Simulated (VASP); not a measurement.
TiPb3O:

```xyz
5
Lattice="5.0729 0.0000 0.0000 0.0000 5.0729 0.0000 0.0000 0.0000 5.0729" Properties=species:S:1:pos:R:3 pbc="T T T"
Ti    2.5365    2.5365    2.5365
Pb    2.5365    0.0000    0.0000
Pb    0.0000    2.5365    0.0000
Pb    0.0000    0.0000    2.5365
O     0.0000    0.0000    0.0000
```

The cell was generated, and may not be a known phase.

| Property | Result |
| --- | --- |
| Program | VASP 6.6.1 |
| Task | relaxation of cell and atoms |
| Functional | PBE |
| Potentials or basis | VASP PAW PBE potentials, release 64 (Ti_sv, Pb_d, O) |
| Cutoff | 600 eV |
| k mesh | 4 × 4 × 4 |
| Occupations | gaussian, width 0.1 eV |
| Spin | collinear spin |
| Starting moments | [1.0, 0.0, 0.0, 0.0, 0.0] μB |

At the start: pressure -4.6 GPa; volume 26.11 Å³/atom.

Question: Where does the relaxation end?

Answer: Over 3 steps the energy falls by 39.0 meV/atom and the volume is 23.66 Å³/atom (-9.4 %); space group Pm-3m (No. 221, to 0.1 Å) before and after; moment 0.00 μB per cell.

Step by step:
| step | energy change (eV) | largest force (eV/Å) | pressure (GPa) | volume (Å³) |
| --- | --- | --- | --- | --- |
| 1 | 0.0000 | 0.0000 | -4.64 | 130.55 |
| 2 | -0.1910 | 0.0000 | 0.80 | 116.78 |
| 3 | -0.1948 | 0.0000 | 0.02 | 118.28 |

Final structure:
```
CELL_PARAMETERS angstrom
4.90881 0.00000 0.00000
0.00000 4.90881 0.00000
0.00000 0.00000 4.90881
ATOMIC_POSITIONS crystal
Ti 0.50000 0.50000 0.50000
Pb 0.50000 0.00000 0.00000
Pb 0.00000 0.50000 0.00000
Pb 0.00000 0.00000 0.50000
O 0.00000 0.00000 0.00000
```
